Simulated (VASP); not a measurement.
# Ti3Al: single point with LDA

Crystal: Ti3Al.

```xyz
4
Lattice="2.9275 0.0000 0.0000 -1.4638 2.5353 0.0000 0.0000 0.0000 9.2264" Properties=species:S:1:pos:R:3 pbc="T T T"
Ti    1.4638    0.8451    0.0000
Ti    0.0000    1.6902    6.9253
Ti    0.0000    1.6902    2.3011
Al    1.4638    0.8451    4.6132
```

* Program: VASP 6.6.1
* Task: single point
* Functional: LDA
* Potentials or basis: VASP PAW LDA potentials, release 64 (Ti_sv, Al)
* Cutoff: 520 eV
* k mesh: 9 × 9 × 3
* Occupations: methfessel-paxton, width 0.1 eV
* Spin: no spin polarisation

| Item | Value |
| --- | --- |
| Pressure | -7.1 GPa |
| Largest force | 0.165 eV/Å |

Forces on the atoms (eV/Å):
```
Ti   0.000  0.000  0.000
Ti   0.000  0.000  0.165
Ti   0.000  0.000 -0.165
Al   0.000  0.000  0.000
```

Stress tensor (GPa, compression positive):
```
-6.94  0.00  0.00
 0.00 -6.94  0.00
 0.00  0.00 -7.33
```

Levels at points of the mesh, in eV from the Fermi level:
| k point | band 16 | band 17 | band 18 | band 19 | band 20 | band 21 | band 22 | band 23 | band 24 | band 25 |
| --- | --- | --- | --- | --- | --- | --- | --- | --- | --- | --- |
| (0.00, 0.00, 0.00) | -2.45 | -0.72 | 0.52 | 0.72 | 0.80 | 0.80 | 0.88 | 0.88 | 1.19 | 1.19 |

Run time: 2.1 min on 1 thread of AMD EPYC 7R13 (shared host), peak memory 0.15 GiB.
